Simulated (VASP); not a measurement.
# Mg (P6_3/mmc) in VASP: notebook

The runs below take Mg through single point, with PBEsol.

All numbers are computed with VASP 6.6.1; they aren't measurements. Logs are shortened: lines on timing, memory, paths and dates and some standing lists are left out, and cuts for length are marked.

**1. The cell of the first run**

The structure is hexagonal, space group P6_3/mmc (No. 194). The conventional cell has a = 3.209 Å, b = 3.209 Å, c = 5.210 Å, α = 90.00°, β = 90.00°, γ = 120.00°. Within 4.2 Å of Mg (site symmetry -6m2) lie 12 Mg at 3.20 to 3.21 Å.

**2. Single point, PBEsol**

Contents of INCAR:

```
PREC     = Accurate       # precision mode
ENCUT    = 520            # plane-wave cutoff, eV
EDIFF    = 1E-6           # SCF threshold, eV
ISMEAR   = -1             # smearing method
SIGMA    = 0.05           # smearing width, eV
LREAL    = F              # projectors in reciprocal space
LASPH    = T              # aspherical terms in the spheres
NELM     = 80             # most SCF steps
ALGO     = Normal         # electronic algorithm
ISIF     = 2              # what is computed and relaxed
LWAVE    = F              # write WAVECAR
LCHARG   = F              # write CHGCAR
GGA      = PS             # functional
NBANDS   = 9              # bands
```

Contents of KPOINTS:

```
Automatic mesh
0
Gamma
  8 8 5
```

Contents of POSCAR:

```
Mg
1.0
    3.2093000000      0.0000000000      0.0000000000
   -1.6046500000      2.7793353284      0.0000000000
    0.0000000000      0.0000000000      5.2103000000
Mg
2
Direct
    0.6666666667      0.3333333333      0.7500000000
    0.3333333333      0.6666666667      0.2500000000
```

Potentials or basis: VASP PAW PBE potentials, release 64 (Mg).

On the command line:

```bash
cat potpaw_PBE.64/Mg/POTCAR > POTCAR
mpirun -np 1 vasp_std > vasp.out
```

OUTCAR:

```text
PREC = Accurate
   ENCUT = 520
   EDIFF = 1E-6
   ISMEAR = -1
   LREAL = F
   LASPH = T
   NELM = 80
   ISIF = 2
   GGA = PS

 ion  position               nearest neighbor table
   1  0.667  0.333  0.750-   2 3.20   2 3.20   2 3.20   2 3.20   2 3.20   2 3.20
   2  0.333  0.667  0.250-   1 3.20   1 3.20   1 3.20   1 3.20   1 3.20   1 3.20

  LATTYP: Found a hexagonal cell.
 ALAT       =     3.2093000000
 C/A-ratio  =     1.6235004518

  Lattice vectors:

 A1 = (   3.2093000000,   0.0000000000,   0.0000000000)
 A2 = (  -1.6046500000,   2.7793353284,   0.0000000000)
 A3 = (   0.0000000000,   0.0000000000,   5.2103000000)

Analysis of symmetry for initial positions (statically):
=====================================================================
 Subroutine PRICEL returns:
 Original cell was already a primitive cell.

 Routine SETGRP: Setting up the symmetry group for a
 hexagonal supercell.

 Subroutine GETGRP returns: Found 24 space group operations
 (whereof 12 operations were pure point group operations)
 out of a pool of 24 trial point group operations.

The static configuration has the point symmetry D_3d.
 The point group associated with its full space group is D_6h.

Analysis of symmetry for dynamics (positions and initial velocities):
=====================================================================
 Subroutine PRICEL returns:
 Original cell was already a primitive cell.

 Routine SETGRP: Setting up the symmetry group for a
 hexagonal supercell.

 Subroutine GETGRP returns: Found 24 space group operations
 (whereof 12 operations were pure point group operations)
 out of a pool of 24 trial point group operations.

The dynamic configuration has the point symmetry D_3d.
 The point group associated with its full space group is D_6h.

 Subroutine INISYM returns: Found 24 space group operations
 (whereof 12 operations are pure point group operations),
 and found     1 'primitive' translations

----------------------------------------------------------------------------------------

                                     Primitive cell

  volume of cell :      46.4744

  direct lattice vectors                    reciprocal lattice vectors
     3.209300000  0.000000000  0.000000000     0.311594429  0.179899127  0.000000000
    -1.604650000  2.779335328  0.000000000     0.000000000  0.359798255  0.000000000
     0.000000000  0.000000000  5.210300000     0.000000000  0.000000000  0.191927528

  length of vectors
     3.209300000  3.209300000  5.210300000     0.359798255  0.359798255  0.191927528

  position of ions in fractional coordinates (direct lattice)
     0.666666667  0.333333333  0.750000000
     0.333333333  0.666666667  0.250000000

  ion indices of the primitive-cell ions
   primitive index   ion index
                 1           1
                 2           2

----------------------------------------------------------------------------------------

 KPOINTS: Automatic mesh

Automatic generation of k-mesh.
 Grid dimensions read from file:
 generate k-points for:    8    8    5

 Generating k-lattice:

  Cartesian coordinates                     Fractional coordinates (reciprocal lattice)
     0.038949304  0.022487391  0.000000000     0.125000000 -0.000000000  0.000000000
     0.000000000  0.044974782  0.000000000     0.000000000  0.125000000  0.000000000
     0.000000000  0.000000000  0.038385506     0.000000000  0.000000000  0.200000000

  Length of vectors
     0.044974782  0.044974782  0.038385506

  Shift w.r.t. Gamma in fractional coordinates (k-lattice)
     0.000000000  0.000000000  0.000000000

 Subroutine IBZKPT returns following result:
 ===========================================

 Found     30 irreducible k-points:

 Following reciprocal coordinates:
            Coordinates               Weight
  0.000000  0.000000  0.000000      1.000000
  0.125000  0.000000  0.000000      6.000000
  0.250000  0.000000  0.000000      6.000000
  0.375000  0.000000  0.000000      6.000000
  0.500000  0.000000  0.000000      3.000000
  0.125000  0.125000  0.000000      6.000000
[... 16 lines left out ...]
  0.250000  0.000000  0.400000     12.000000
  0.375000  0.000000  0.400000     12.000000
 [... further k-points ...]
   k-points           NKPTS =     30   k-points in BZ     NKDIM =     30   number of bands    NBANDS=      9
   number of dos      NEDOS =    301   number of ions     NIONS =      2
   total plane-waves  NPLWV =  23040
   dimension x,y,z NGX =    24 NGY =   24 NGZ =   40
   dimension x,y,z NGXF=    48 NGYF=   48 NGZF=   80
   ions per type =               2
   NGX,Y,Z   is equivalent  to a cutoff of  12.43, 12.43, 12.76 a.u.
   NGXF,Y,Z  is equivalent  to a cutoff of  24.86, 24.86, 25.53 a.u.
 SYSTEM =  unknown system
   PREC   = accura    normal or accurate (medium, high low for compatibility)
   ISTART =      0    job   : 0-new  1-cont  2-samecut
   ICHARG =      2    charge: 1-file 2-atom 10-const
   ISPIN  =      1    spin polarized calculation?
   LNONCOLLINEAR =      F non collinear calculations
   LSORBIT =      F    spin-orbit coupling
   LASPH  =      T    aspherical Exc in radial PAW
   ENCUT  =  520.0 eV  38.22 Ry    6.18 a.u.   5.97  5.97  9.69*2*pi/ulx,y,z
   NELM   =     80;   NELMIN=  2; NELMDL= -5     # of ELM steps
   EDIFF  = 0.1E-05   stopping-criterion for ELM
   LREAL  =      F    real-space projection
   EDIFFG = 0.1E-04   stopping-criterion for IOM
   NSW    =      0    number of steps for IOM
   IBRION =     -1    ionic relax: 0-MD 1-quasi-New 2-CG
   NFREE  =      0    steps in history (QN), initial steepest desc. (CG)
   ISIF   =      2    stress and relaxation
   ISYM   =      2    0-nonsym 1-usesym 2-fastsym
   POTIM  = 0.5000    time-step for ionic-motion
   TEBEG  =    0.0;   TEEND  =   0.0 temperature during run
   PSTRESS=    0.0 pullay stress
   NELECT =       4.0000    total number of electrons
   NUPDOWN=      -1.0000    fix difference up-down
   EMIN   =  10.00;   EMAX   =-10.00  energy-range for DOS
   EFERMI =   0.00;   METHOD = LEGACY
   ISMEAR =    -1;   SIGMA  =   0.05  broadening in eV -4-tet -1-fermi 0-gaus
   EFERMI_NEDOS =   21; number of points for ismear=-14 and -15
   IALGO  =     38    algorithm
   IMIX   =      4    mixing-type and parameters
     AMIX     =   0.40;   BMIX     =  1.00
     AMIX_MAG =   1.60;   BMIX_MAG =  1.00
  volume/ion in A,a.u.               =      23.24       156.81
  Fermi-wavevector in a.u.,A,eV,Ry     =   0.722809  1.365911  7.108401  0.522453
  Thomas-Fermi vector in A             =   1.812866
   LORBIT       =      0    0 simple, 1 ext, 2 COOP (PROOUT), +10 PAW based schemes
   GGA     = PS    functional components
   LHFCALC =     F    Hartree Fock is set to
   AEXX    =    0.0000 exact exchange contribution
   IVDW    =     0    specifies the selected vdW correction
   LEPSILON=     F    determine dielectric tensor
   LRPA    =     F    only Hartree local field effects (RPA)
 non-spin polarized calculation
  energy-cutoff  :      520.00
  volume of cell :       46.47
 maximum number of plane-waves:      1272
 NGX is ok and might be reduce to    24
   NGX = 11   NGY = 11   NGZ = 19

 number of electron       4.0000000 magnetization

 Free energy of the ion-electron system (eV)
  ---------------------------------------------------
  ext. energy  EPLUGINS =         0.00000000
  ---------------------------------------------------
  free energy    TOTEN  =        -3.47117580 eV

  energy without entropy =       -3.46618176  energy(sigma->0) =       -3.46867878

 E-fermi :   2.5325     XC(G=0):  -8.4954

 val. band max:        2.5139631858   @ k =   0.2500   0.2500   0.2000
 cond. band min:       2.8037804528   @ k =   0.3750   0.1250   0.4000
 fundamental gap:      0.2898172670
 Fermi energy:         2.5324879751

 k-point     1 :       0.0000    0.0000    0.0000
  band No.  band energies     occupation
      1      -4.3472      2.00000
      2       0.8615      2.00000
      3       1.2942      2.00000
      4      13.3861      0.00000
      5      13.3861      0.00000
      6      13.4780      0.00000
      7      13.4780      0.00000
      8      14.2782      0.00000
      9      15.8531      0.00000

 k-point     2 :       0.1250    0.0000    0.0000
  band No.  band energies     occupation
      1      -4.0425      2.00000
      2       1.1406      2.00000
      3       1.5899      2.00000
      4       9.8533      0.00000
      5      11.6391      0.00000
      6      12.4073      0.00000
      7      14.5398      0.00000
      8      14.9229      0.00000
      9      15.5571      0.00000

 k-point     3 :       0.2500    0.0000    0.0000
  band No.  band energies     occupation
      1      -3.1341      2.00000
      2       1.9786      1.99997
      3       2.4437      1.71024
      4       6.3001      0.00000
      5      10.3584      0.00000
      6      10.4976      0.00000
      7      10.9780      0.00000
      8      12.6080      0.00000
      9      14.8351      0.00000

 k-point     4 :       0.3750    0.0000    0.0000
  band No.  band energies     occupation
      1      -1.6391      2.00000
      2       2.8147      0.00705
      3       3.3768      0.00000
      4       4.2462      0.00000
      5       7.8945      0.00000
      6       8.2541      0.00000
      7       9.5923      0.00000
      8      11.1461      0.00000
      9      13.9666      0.00000

 k-point     5 :       0.5000    0.0000    0.0000
  band No.  band energies     occupation
      1       0.4070      2.00000
      2       0.4119      2.00000
      3       5.1671      0.00000
      4       5.5380      0.00000
      5       5.7743      0.00000
      6       6.1959      0.00000
      7       9.3376      0.00000
      8      10.7184      0.00000
      9      13.6746      0.00000

 k-point     6 :       0.1250    0.1250    0.0000
  band No.  band energies     occupation
      1      -3.4359      2.00000
      2       1.6991      2.00000
      3       2.1676      1.99865
      4       8.0491      0.00000
      5       8.3856      0.00000
      6      12.6039      0.00000
      7      13.0677      0.00000
      8      13.3407      0.00000
      9      13.7257      0.00000
[... 169 lines left out ...]
 k-point    21 :       0.0000    0.0000    0.4000
  band No.  band energies     occupation
      1      -3.4617      2.00000
      2      -2.3661      2.00000
      3       6.0617      0.00000
      4       9.0627      0.00000
      5      14.0030      0.00000
      6      14.0030      0.00000
      7      14.0126      0.00000
      8      14.0126      0.00000
      9      15.4055      0.00000

 k-point    22 :       0.1250    0.0000    0.4000
  band No.  band energies     occupation
      1      -3.1597      2.00000
      2      -2.0676      2.00000
      3       6.3187      0.00000
      4       9.2446      0.00000
      5      10.7021      0.00000
      6      11.5284      0.00000
      7      12.3772      0.00000
      8      13.2955      0.00000
      9      13.9630      0.00000

 k-point    23 :       0.2500    0.0000    0.4000
  band No.  band energies     occupation
      1      -2.2595      2.00000
      2      -1.1782      2.00000
      3       6.6493      0.00000
      4       7.4380      0.00000
      5       8.0615      0.00000
      6      10.1253      0.00000
      7      11.1055      0.00000
      8      12.0428      0.00000
      9      12.5808      0.00000

 k-point    24 :       0.3750    0.0000    0.4000
  band No.  band energies     occupation
      1      -0.7796      2.00000
      2       0.2789      2.00000
      3       3.8920      0.00000
      4       4.9091      0.00000
      5       8.5322      0.00000
      6      10.3384      0.00000
      7      10.6871      0.00000
      8      11.2739      0.00000
      9      12.0159      0.00000

 [... further k-points ...]

------------------------ aborting loop because EDIFF is reached ----------------------------------------

  FORCE on cell =-STRESS in cart. coord.  units (eV):
  Direction    XX          YY          ZZ          XY          YZ          ZX
  --------------------------------------------------------------------------------------
  -------------------------------------------------------------------------------------
  Total       -0.3588387     -0.3588387     -0.2682345      0.0000000     -0.0000000     -0.0000000
  in kB      -12.3707462    -12.3707462     -9.2472205      0.0000000     -0.0000000     -0.0000000
  external PRESSURE =     -11.3295710 kB  Pullay stress =       0.0000000 kB

 VOLUME and BASIS-vectors are now :
 -----------------------------------------------------------------------------
  energy-cutoff  :      520.00
  volume of cell :       46.47
      direct lattice vectors                 reciprocal lattice vectors
     3.209300000  0.000000000  0.000000000     0.311594429  0.179899127  0.000000000
    -1.604650000  2.779335328  0.000000000     0.000000000  0.359798255  0.000000000
     0.000000000  0.000000000  5.210300000     0.000000000  0.000000000  0.191927528

 POSITION                                       TOTAL-FORCE (eV/Angst)
 -----------------------------------------------------------------------------------
      1.60465      0.92645      3.90773         0.000000     -0.000000      0.000000
     -0.00000      1.85289      1.30258        -0.000000      0.000000      0.000000
 -----------------------------------------------------------------------------------
    total drift:                                0.000000     -0.000000      0.000000

  FREE ENERGIE OF THE ION-ELECTRON SYSTEM (eV)
  ---------------------------------------------------
  free  energy   TOTEN  =        -3.4711758028 eV

  energy  without entropy=       -3.4661817640  energy(sigma->0) =       -3.46867878
```

Run time: 16 s. Hardware: 1 thread of AMD EPYC 7R13, shared host; peak memory 0.13 GiB.

What came out:

* Free energy: -3.4712 eV
* Pressure: -1.1 GPa
* Band gap on the k mesh: zero (band 2 reaches 3.53 eV, above the bottom of band 3 at 1.29 eV)

Stress tensor (GPa, compression positive):
```
-1.24  0.00  0.00
 0.00 -1.24  0.00
 0.00  0.00 -0.92
```

Caveat: the PAW data sets were made with another functional, which shifts forces and pressure a little.

**3. Single point, PBEsol**

This run uses another cell than the first one, of 23.47 Å³/atom, 1.010 times its volume.

Contents of INCAR:

```
SYSTEM = Mg
ALGO = Fast ; EDIFF = 1E-6
ENCUT = 520 ; GGA = PS
ISIF = 2 ; ISMEAR = -1
LASPH = .TRUE. ; LCHARG = .TRUE.
LELF = .TRUE. ; LREAL = .FALSE.
LVHAR = .TRUE. ; LWAVE = .FALSE.
NBANDS = 9 ; NELM = 60
PREC = Accurate ; SIGMA = 0.05
```

Contents of KPOINTS:

```
k-points
0
G
  8 8 4
  0 0 0
```

POSCAR: that of step 2 with these lines changed.

```diff
@@ -4,3 +4,3 @@
    -1.6046500000      2.7793353284      0.0000000000
-    0.0000000000      0.0000000000      5.2103000000
+    0.0000000000      0.0000000000      5.2624030000
 Mg
```

Potentials or basis: VASP PAW PBE potentials, release 64 (Mg).

On the command line:

```bash
cat potpaw_PBE.64/Mg/POTCAR > POTCAR
mpirun -np 1 vasp_std > vasp.out
```

Run time: 19 s. Hardware: 1 thread of AMD EPYC 7R13, shared host; peak memory 0.12 GiB.

The run converged. Its results:

* Free energy: -3.4613 eV
* Pressure: -1.5 GPa
* Band gap on the k mesh: zero (band 2 reaches 3.50 eV, above the bottom of band 3 at 1.15 eV)

Stress tensor (GPa, compression positive):
```
-1.60  0.00  0.00
 0.00 -1.60  0.00
 0.00  0.00 -1.44
```

Levels at points of the mesh, in eV from the Fermi level:
```csv
k point,band 1,band 2,band 3,band 4,band 5
"(0.00, 0.00, 0.00)",-6.76,-1.63,-1.25,10.98,10.98
"(0.50, 0.00, 0.00)",-2.01,-2.00,2.68,3.06,3.22
"(0.00, 0.00, 0.50)",-5.41,-5.41,4.89,4.89,11.71
"(0.50, 0.00, 0.50)",-0.99,-0.99,-0.36,-0.36,8.02
```

Caveat: the PAW data sets were made with another functional, which shifts forces and pressure a little.

**4. Single point, PBEsol**

This run uses another cell than the first one, of 23.70 Å³/atom, 1.020 times its volume.

Contents of INCAR:

```
PREC = Accurate
ENCUT = 520
EDIFF = 1E-6
ISMEAR = -1
SIGMA = 0.05
LREAL = F
LASPH = T
NELM = 60
ALGO = Fast
ISIF = 2
LWAVE = F
LCHARG = F
GGA = PS
NBANDS = 9
```

Contents of KPOINTS:

```
regular mesh
0
Gamma
  8 8 4
```

POSCAR: that of step 3 with these lines changed.

```diff
@@ -4,3 +4,3 @@
    -1.6046500000      2.7793353284      0.0000000000
-    0.0000000000      0.0000000000      5.2624030000
+    0.0000000000      0.0000000000      5.3145060000
 Mg
```

On the command line:

```bash
cat potpaw_PBE.64/Mg/POTCAR > POTCAR
mpirun -np 1 vasp_std > vasp.out
```

It took 18 s on 1 thread of AMD EPYC 7R13, shared host; peak memory 0.12 GiB.

The run converged. Its results:

```
Free energy            : -3.4559 eV
Pressure               : -1.8 GPa
Band gap on the k mesh : zero (band 2 reaches 3.47 eV, above the bottom of band 3 at 1.01 eV)
```

Stress tensor (GPa, compression positive):
```
-1.64  0.00  0.00
 0.00 -1.64  0.00
 0.00  0.00 -2.25
```

Levels at points of the mesh, in eV from the Fermi level:
| k point | band 1 | band 2 | band 3 | band 4 | band 5 | band 6 | band 7 |
| --- | --- | --- | --- | --- | --- | --- | --- |
| (0.00, 0.00, 0.00) | -6.70 | -1.64 | -1.32 | 11.04 | 11.04 | 11.14 | 11.14 |
| (0.50, 0.00, 0.00) | -1.95 | -1.93 | 2.68 | 3.05 | 3.15 | 3.62 | 6.99 |
| (0.00, 0.00, 0.50) | -5.37 | -5.37 | 4.74 | 4.74 | 11.77 | 11.77 | 11.77 |
| (0.50, 0.00, 0.50) | -0.95 | -0.95 | -0.33 | -0.33 | 8.00 | 8.00 | 8.12 |

Caveat: the PAW data sets were made with another functional, which shifts forces and pressure a little.

**5. Summary**

```tsv
cell	k mesh	gap on the mesh (eV)	pressure (GPa)
a = 3.209, b = 3.209, c = 5.210 Å, angles 90.0, 90.0, 120.0°, 2 atoms	8 × 8 × 5	none	-1.1
a = 3.209, b = 3.209, c = 5.262 Å, angles 90.0, 90.0, 120.0°, 2 atoms	8 × 8 × 4	none	-1.5
a = 3.209, b = 3.209, c = 5.315 Å, angles 90.0, 90.0, 120.0°, 2 atoms	8 × 8 × 4	none	-1.8
```

Alike in all rows: task single point; level PBEsol; potentials or basis VASP PAW PBE potentials, release 64 (Mg); no spin polarisation; cutoff (eV) 520; smearing fermi-dirac 0.05 eV.

Caveats: the PAW data sets were made with another functional, which shifts forces and pressure a little.

Total energies depend on the potentials used, so only differences within one code and one set of settings carry meaning.
